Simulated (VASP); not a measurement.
Here is a VASP 6.6.1 calculation.

Contents of INCAR:

```
PREC     = Accurate       # precision mode
ENCUT    = 520            # plane-wave cutoff, eV
EDIFF    = 1E-6           # SCF threshold, eV
ISMEAR   = -1             # smearing method
SIGMA    = 0.1            # smearing width, eV
LREAL    = F              # projectors in reciprocal space
LASPH    = T              # aspherical terms in the spheres
NELM     = 60             # most SCF steps
ALGO     = Normal         # electronic algorithm
ISIF     = 2              # what is computed and relaxed
LWAVE    = F              # write WAVECAR
LCHARG   = F              # write CHGCAR
GGA      = B5             # functional
ALDAX    = 1.0          
AGGAX    = 1.0          
AGGAC    = 1.0          
ALDAC    = 0.0          
NBANDS   = 13             # bands
```

Contents of KPOINTS:

```
regular mesh
0
Gamma
  22 22 22
```

File POSCAR:

```
W
1.0
   -1.6720105052      1.6720105052      1.6720105052
    1.6720105052     -1.6720105052      1.6720105052
    1.6720105052      1.6720105052     -1.6720105052
W
1
Direct
    0.0000000000      0.0000000000      0.0000000000
```

Potentials or basis: VASP PAW PBE potentials, release 64 (W_sv).

The run is started by

```sh
$ cat potpaw_PBE.64/W_sv/POTCAR > POTCAR
$ mpirun -np 1 vasp_std > vasp.out
```

(1) Estimate the pressure.

(2) What does it give for the band gap on the k mesh?

## Answers

(1) -23.4 GPa.

(2) zero (bands 7 and 8 overlap by 5.04 eV).

Caveat: the cell stands under tension; the PAW data sets were made with another functional, which shifts forces and pressure a little; spin-orbit coupling is left out, which moves the levels of the heavy elements.
